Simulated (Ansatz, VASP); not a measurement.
## AlGaN2 in VASP and in Ansatz

Contents of INCAR:

```
SYSTEM = AlGaN2
  PREC = Accurate
  ENCUT = 520
  EDIFF = 1E-6
  ISMEAR = 0
  SIGMA = 0.05
  LREAL = .False.
  LASPH = .True.
  NELM = 80
  ALGO = Normal
  ISIF = 2
  LWAVE = .False.
  LCHARG = .False.
  IBRION = 2
  NSW = 50
  EDIFFG = -0.01
```

KPOINTS

```
regular mesh
0
Gamma
  8 8 6
  0 0 0
```

The input POSCAR:

```
AlGaN2
1.0
    3.2193035526      0.0000000000      0.0000000000
    0.0000000000      3.2193035526      0.0000000000
    0.0000000000      0.0000000000      3.7765649975
Al Ga N
1 1 2
Direct
    0.5000000000      0.5000000000      0.5000000000
    0.0000000000      0.0000000000      0.0000000000
    0.5000000000      0.0000000000      0.7400738390
    0.0000000000      0.5000000000      0.2599261610
```

Input for Ansatz:

```yaml
crystal:
  lattice:
    - [3.2193035526, 0.0, 0.0]
    - [0.0, 3.2193035526, 0.0]
    - [0.0, 0.0, 3.7765649975]
  atoms:
    - { symbol: Al, position: [0.5, 0.5, 0.5] }
    - { symbol: Ga, position: [0.0, 0.0, 0.0] }
    - { symbol: "N", position: [0.5, 0.0, 0.740073839] }
    - { symbol: "N", position: [0.0, 0.5, 0.259926161] }
basis:
  ecutwfc: 520.0
kpoints:
  mp_grid: { grid: [8, 8, 6] }
hamiltonian:
  xc: lda
  pseudopotentials: { kind: paw, azcp: { folder: soft_1 } }
scf:
  occupations: { method: gaussian, width: 0.05 }
output:
  forces: true
  stress: true
  eigenvalues: true
  write_density: true
  write_potential: true
  elf: true
  volumetric_format: npy
relax:
  adjacent_minimum: "off"
  f_tol: 0.01
  max_steps: 30
```

Alike in both runs: task relaxation of the atoms; functional LDA; k mesh 8 × 8 × 6; occupations gaussian, width 0.05 eV; no spin polarisation.

|  | VASP | Ansatz |
| --- | --- | --- |
| version | VASP 6.6.1 | Ansatz 0.2.0 |
| potentials or method | VASP PAW LDA potentials, release 64 (Al, Ga_d, N), cutoff 520 eV | scalar-relativistic, plane waves, PAW |
| valence electrons in the cell | 26 | 26 |

|  | VASP | Ansatz | Ansatz less VASP |
| --- | --- | --- | --- |
| gap on the k mesh at the Fermi level, each at its own relaxed structure (eV) | 3.19 | 3.20 | +0.003 |

Ansatz warns that its potentials were made for another functional, while VASP's fit it. LDA's correlation is that of Perdew and Zunger in VASP and of Perdew and Wang (1992) in Ansatz. Ansatz's warnings: stress scf threshold loose.
